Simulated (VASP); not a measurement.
## SnO2: single point with r2SCAN

Crystal: SnO2.

```
CELL_PARAMETERS angstrom
1.68178 0.97097 5.18464
-1.68178 0.97097 5.18464
0.00000 -1.94195 5.18464
ATOMIC_POSITIONS crystal
Sn 0.50000 0.50000 0.50000
O 0.23717 0.23717 0.23717
O 0.76283 0.76283 0.76283
```

This cell differs from its parent crystal: strain +0.040 along x and y, +0.080 along z.

```yaml
Program: VASP 6.6.1
Task: single point
Functional: r2SCAN
Potentials_or_basis: VASP PAW PBE potentials, release 64 (Sn_d, O)
Cutoff: 520 eV
k_mesh: 12 × 12 × 12
Occupations: gaussian, width 0.05 eV
Spin: no spin polarisation
Dipole_correction: no
Further_INCAR_settings: ALGO = Normal; EDIFF = 1e-06; NBANDS = 20
```

```yaml
Pressure: -19.6 GPa
Largest_force: 1.974 eV/Å
Band_gap_on_the_k_mesh: 1.74 eV (least direct gap 1.78 eV)
```

Forces on the atoms (eV/Å):
```
Sn   0.000  0.000  0.000
O    0.000  0.000 -1.974
O    0.000  0.000  1.974
```

Stress tensor (GPa, compression positive):
```
-21.70   0.00   0.00
  0.00 -21.70   0.00
  0.00   0.00 -15.24
```

Levels at points of the mesh, in eV from the valence-band top:
| k point | band 11 | band 12 | band 13 | band 14 | band 15 | band 16 |
| --- | --- | --- | --- | --- | --- | --- |
| (0.00, 0.00, 0.00) | -0.77 | -0.77 | -0.05 | 1.74 | 5.75 | 10.78 |
| (0.50, 0.00, 0.00) | -1.29 | -0.54 | -0.41 | 4.61 | 7.45 | 9.95 |
| (0.50, 0.50, 0.00) | -1.08 | -0.45 | -0.05 | 4.44 | 6.86 | 10.28 |
| (0.50, 0.50, 0.50) | -0.82 | -0.74 | -0.74 | 2.68 | 5.51 | 10.88 |

It took 14 min on 1 thread of Intel(R) Xeon(R) 6975P-C (Granite Rapids), on a shared host, peak memory 0.39 GiB.

Caveat: the cell differs from its parent crystal (strain +0.040 along x and y, +0.080 along z); the cell stands under tension; the PAW data sets were made with another functional, which shifts forces and pressure a little; spin-orbit coupling is left out, which moves the levels of the heavy elements. A k mesh can miss the band edges.
